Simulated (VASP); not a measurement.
A run of VASP 6.6.1 is set up as follows.

File INCAR:

```
PREC     = Accurate       # precision mode
ENCUT    = 520            # plane-wave cutoff, eV
EDIFF    = 1E-6           # SCF threshold, eV
ISMEAR   = 0              # smearing method
SIGMA    = 0.05           # smearing width, eV
LREAL    = F              # projectors in reciprocal space
LASPH    = T              # aspherical terms in the spheres
NELM     = 100            # most SCF steps
ALGO     = Normal         # electronic algorithm
ISIF     = 2              # what is computed and relaxed
LWAVE    = F              # write WAVECAR
LCHARG   = F              # write CHGCAR
LDIPOL   = T            
IDIPOL   = 3            
DIPOL    = 0.5 0.5 0.500
GGA      = PE             # functional
IVDW     = 12             # dispersion correction
NBANDS   = 21             # bands
```

Contents of KPOINTS:

```
Automatic mesh
0
Gamma
  12 12 1
```

File POSCAR:

```
BN
1.0
    2.5064254169      0.0000000000      0.0000000000
   -1.2532127085      2.1706280837      0.0000000000
    0.0000000000      0.0000000000     21.6141240277
B N
3 3
Direct
    0.3333333333      0.6666666667      0.3469953254
    0.6666666667      0.3333333333      0.5000000000
    0.3333333333      0.6666666667      0.6530046746
    0.6666666667      0.3333333333      0.3469953254
    0.3333333333      0.6666666667      0.5000000000
    0.6666666667      0.3333333333      0.6530046746
```

Potentials or basis: VASP PAW PBE potentials, release 64 (B, N).

Command:

```console
$ cat potpaw_PBE.64/B/POTCAR potpaw_PBE.64/N/POTCAR > POTCAR
$ mpirun -np 1 vasp_std > vasp.out
```

What does it give for the dispersion energy per atom?

-0.118 eV.

Estimate the largest force.

0.030 eV/Å.

Forces on the atoms (eV/Å):
```
B    0.000  0.000  0.020
B    0.000  0.000  0.000
B    0.000  0.000 -0.020
N    0.000  0.000 -0.030
N    0.000  0.000  0.000
N    0.000  0.000  0.030
```
